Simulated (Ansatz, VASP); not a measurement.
# Two plane-wave programs on Ti

POSCAR

```
Ti
1.0
   -1.7066400000      1.7066400000      1.6410000000
    1.7066400000     -1.7066400000      1.6410000000
    1.7066400000      1.7066400000     -1.6410000000
Ti
1
Direct
    0.0000000000      0.0000000000      0.0000000000
```

File INCAR.step1:

```
SYSTEM = Ti
PREC = Accurate
ENCUT = 520
ISMEAR = 0
SIGMA = 0.15
LREAL = .False.
LASPH = .True.
NELM = 80
NBANDS = 12
GGA = PE
ALGO = Normal
EDIFF = 1E-4
LWAVE = .True.
LCHARG = .False.
```

INCAR.step2

```
SYSTEM = Ti
PREC = Accurate
ENCUT = 520
EDIFF = 1E-6
ISMEAR = 0
SIGMA = 0.15
LREAL = .False.
LASPH = .True.
NELM = 80
ALGO = Normal
ISIF = 2
LWAVE = .False.
LCHARG = .True.
METAGGA = R2SCAN
LMIXTAU = .True.
LELF = .True.
LVHAR = .True.
NBANDS = 12
ISTART = 1
```

The input KPOINTS:

```
regular mesh
0
Gamma
  20 20 20
  0 0 0
```

Input for Ansatz:

```yaml
crystal:
  lattice:
    - [-1.70664, 1.70664, 1.641]
    - [1.70664, -1.70664, 1.641]
    - [1.70664, 1.70664, -1.641]
  atoms:
    - { symbol: Ti, position: [0.0, 0.0, 0.0] }
basis:
  ecutwfc: 500
kpoints:
  mp_grid: { grid: [20, 20, 20] }
hamiltonian:
  xc: r2scan
scf:
  occupations: { method: gaussian, width: 0.15 }
output:
  forces: true
  stress: true
  eigenvalues: true
```

Change from the starting cell: strain +0.040 along x and y, +0.000 along z, atoms carried along.

Alike in both runs: task single point; functional r2SCAN; k mesh 20 × 20 × 20; occupations gaussian, width 0.15 eV; no spin polarisation.

```csv
,VASP,Ansatz
version,VASP 6.6.1,Ansatz 0.2.0
potentials or method,"VASP PAW PBE potentials, release 64 (Ti_sv), cutoff 520 eV","scalar-relativistic, plane waves, PAW"
valence electrons in the cell,12,12
```

Ansatz gave:

| Property | Result |
| --- | --- |
| gap on the k mesh at the Fermi level (eV) | none |
| pressure (GPa) | -9.7 |
| traceless stress, the component that is largest in VASP (GPa) | -1.18 |

Q: What did VASP give for the same quantities?

A: gap on the k mesh at the Fermi level (eV): none; pressure (GPa): -9.5; traceless stress, the component that is largest in VASP (GPa): -1.19.

VASP's potentials were made for PBE, not for r2SCAN. A gap of «none» marks a metal or a gap that the smearing closes.
